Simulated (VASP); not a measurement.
Zn2F:

```
CELL_PARAMETERS angstrom
4.31060 0.00000 0.00000
-2.15530 3.73309 0.00000
0.00000 0.00000 3.00627
ATOMIC_POSITIONS crystal
Zn 0.33333 0.66667 0.50000
Zn 0.66667 0.33333 0.50000
F 0.00000 0.00000 0.00000
```

* Program: VASP 6.6.1
* Task: relaxation of cell and atoms
* Functional: PBE
* Potentials or basis: VASP PAW PBE potentials, release 64 (Zn, F)
* Cutoff: 600 eV
* k mesh: 12 × 12 × 16
* Occupations: gaussian, width 0.1 eV
* Spin: no spin polarisation

At the start: pressure -0.1 GPa; volume 16.13 Å³/atom.

Q: How do energy, volume and symmetry change on relaxing?

A: Over 10 steps the energy falls by 3.9 meV/atom and the volume is 15.64 Å³/atom (-3.0 %); space group P6/mmm (No. 191, to 0.1 Å) before and after.

The path:
```csv
step,energy change (eV),largest force (eV/Å),pressure (GPa),volume (Å³)
1,0.0000,0.0000,-0.07,48.38
2,-0.0018,0.0000,-0.16,48.33
3,-0.0061,0.0000,-0.51,48.17
4,-0.0076,0.0000,-1.14,47.83
5,-0.0085,0.0000,-0.92,48.00
6,-0.0099,0.0000,-0.70,47.72
7,-0.0115,0.0000,-0.16,46.94
8,-0.0115,0.0000,-0.18,46.97
9,-0.0117,0.0000,-0.13,46.95
10,-0.0117,0.0000,-0.07,46.93
```

Final structure:
```cif
data_structure
_symmetry_space_group_name_H-M 'P 1'
_symmetry_Int_Tables_number 1
_cell_length_a 4.3565
_cell_length_b 4.3565
_cell_length_c 2.8554
_cell_angle_alpha 90.000
_cell_angle_beta 90.000
_cell_angle_gamma 120.000
_cell_volume 46.93
loop_
_atom_site_label
_atom_site_type_symbol
_atom_site_fract_x
_atom_site_fract_y
_atom_site_fract_z
_atom_site_occupancy
Zn1 Zn 0.33333 0.66667 0.50000 1
Zn2 Zn 0.66667 0.33333 0.50000 1
F1 F 0.00000 0.00000 0.00000 1
```

Caveat: an odd number of electrons without spin polarisation forces a metal; a magnetic or distorted state may lie lower.
